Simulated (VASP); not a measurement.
The system is SnSe.

```xyz
2
Lattice="0.0000 3.0100 3.0100 3.0100 0.0000 3.0100 3.0100 3.0100 0.0000" Properties=species:S:1:pos:R:3 pbc="T T T"
Sn    0.0000    0.0000    0.0000
Se    3.0100    3.0100    3.0100
```

- Program: VASP 6.6.1
- Task: relaxation of cell and atoms
- Functional: PBEsol
- Potentials or basis: VASP PAW PBE potentials, release 64 (Sn_d, Se)
- Cutoff: 600 eV
- k mesh: 8 × 8 × 8
- Occupations: fermi-dirac, width 0.05 eV
- Spin: no spin polarisation

At the start: pressure -1.9 GPa; volume 27.27 Å³/atom.

Q: How do energy, volume and symmetry change on relaxing?

A: Over 3 steps the energy falls by 5.9 meV/atom and the volume is 26.30 Å³/atom (-3.6 %); space group Fm-3m (No. 225, to 0.05 Å).

The path:
```tsv
step	energy change (eV)	largest force (eV/Å)	pressure (GPa)	volume (Å³)
1	0.0000	0.0000	-1.90	54.54
2	-0.0108	0.0000	0.62	52.03
3	-0.0119	0.0000	0.01	52.60
```

Final structure:
```cif
data_structure
_symmetry_space_group_name_H-M 'P 1'
_symmetry_Int_Tables_number 1
_cell_length_a 4.2055
_cell_length_b 4.2055
_cell_length_c 4.2055
_cell_angle_alpha 60.000
_cell_angle_beta 60.000
_cell_angle_gamma 60.000
_cell_volume 52.60
loop_
_atom_site_label
_atom_site_type_symbol
_atom_site_fract_x
_atom_site_fract_y
_atom_site_fract_z
_atom_site_occupancy
Sn1 Sn 0.00000 0.00000 0.00000 1
Se1 Se 0.50000 0.50000 0.50000 1
```

Caveat: the PAW data sets were made with another functional, which shifts forces and pressure a little.
